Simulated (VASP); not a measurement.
A run of VASP 6.6.1 is set up as follows.

INCAR

```
SYSTEM = SrMg2Bi2
PREC = Accurate
ENCUT = 520
EDIFF = 1E-7
ISMEAR = 0
SIGMA = 0.03
LREAL = .FALSE.
LASPH = .TRUE.
NELM = 100
ALGO = Normal
ISIF = 2
LWAVE = .FALSE.
LCHARG = .FALSE.
GGA = CA
NBANDS = 30
```

KPOINTS

```
Automatic mesh
0
G
  9 9 6
  0 0 0
```

File POSCAR:

```
SrMg2Bi2
1.0
    4.9658325901      0.0000000000      0.0000000000
   -2.4829162951      4.3005371740      0.0000000000
    0.0000000000      0.0000000000      7.5512455846
Sr Mg Bi
1 2 2
Direct
    0.0000000000      0.0000000000      0.0000000000
    0.6666666667      0.3333333333      0.3750441600
    0.3333333333      0.6666666667      0.6249558400
    0.6666666667      0.3333333333      0.7467348600
    0.3333333333      0.6666666667      0.2532651400
```

Potentials or basis: VASP PAW LDA potentials, release 64 (Sr_sv, Mg, Bi_d).

Command:

```console
$ cat potpaw_LDA.64/Sr_sv/POTCAR potpaw_LDA.64/Mg/POTCAR potpaw_LDA.64/Bi_d/POTCAR > POTCAR
$ mpirun -np 1 vasp_std > vasp.out
```

(1) What does it give for the band gap on the k mesh?

(2) Estimate the largest force.

(3) What does it give for the pressure?

Answers

(1) 0.24 eV, direct.

(2) 0.385 eV/Å.

(3) -2.1 GPa.

Caveat: spin-orbit coupling is left out, which moves the levels of the heavy elements.
